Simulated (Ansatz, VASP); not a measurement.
**ScGa3 in VASP and in Ansatz**

The input INCAR:

```
ALGO = Normal
EDIFF = 1E-7
ENCUT = 520
GGA = CA
ISIF = 2
ISMEAR = -1
LASPH = T
LCHARG = F
LREAL = F
LWAVE = F
NBANDS = 33
NELM = 100
PREC = Accurate
SIGMA = 0.05
```

File KPOINTS:

```
k-points
0
Gamma
  9 9 9
```

The input POSCAR:

```
ScGa3
1.0
    4.1086047511      0.0000000000      0.0000000000
    0.0000000000      4.1086047511      0.0000000000
    0.0000000000      0.0000000000      4.1086047511
Sc Ga
1 3
Direct
    0.0000000000      0.0000000000      0.0000000000
    0.0000000000      0.5000000000      0.5000000000
    0.5000000000      0.0000000000      0.5000000000
    0.5000000000      0.5000000000      0.0000000000
```

Input for Ansatz:

```yaml
crystal:
  lattice:
    - [4.1086047511, 0.0, 0.0]
    - [0.0, 4.1086047511, 0.0]
    - [0.0, 0.0, 4.1086047511]
  atoms:
    - { symbol: Sc, position: [0.0, 0.0, 0.0] }
    - { symbol: Ga, position: [0.0, 0.5, 0.5] }
    - { symbol: Ga, position: [0.5, 0.0, 0.5] }
    - { symbol: Ga, position: [0.5, 0.5, 0.0] }
kpoints:
  mp_grid: { grid: [9, 9, 9] }
  band_path:
    path:
      - [0.0, 0.0, 0.0]
      - [0.0, 0.5, 0.0]
      - [0.5, 0.5, 0.0]
      - [0.0, 0.0, 0.0]
      - [0.5, 0.5, 0.5]
      - [0.0, 0.5, 0.0]
      - [0.5, 0.5, 0.5]
      - [0.5, 0.5, 0.0]
    npoints: 5
scf:
  occupations: { method: fermi_dirac, width: 0.05 }
hamiltonian:
  xc: lda
  pseudopotentials: { kind: all_electron, lapw: { basis_error: 0.001 } }
output:
  forces: true
  stress: true
  eigenvalues: true
```

Change from the starting cell: volume scaled by 1.01.

Alike in both runs: task single point; functional LDA; k mesh 9 × 9 × 9; occupations fermi-dirac, width 0.05 eV; no spin polarisation.

|  | VASP | Ansatz |
| --- | --- | --- |
| version | VASP 6.6.1 | Ansatz 0.2.0 |
| potentials or method | VASP PAW LDA potentials, release 64 (Sc_sv, Ga_d), cutoff 520 eV | all-electron LAPW, scalar-relativistic |

VASP gave:

| Property | Result |
| --- | --- |
| pressure (GPa) | -5.9 |

Question: Which values does Ansatz return?

Answer: Pressure (GPa): -6.1.

LDA's correlation is that of Perdew and Zunger in VASP and of Perdew and Wang (1992) in Ansatz. Ansatz ran all-electron here, and VASP with PAW potentials.
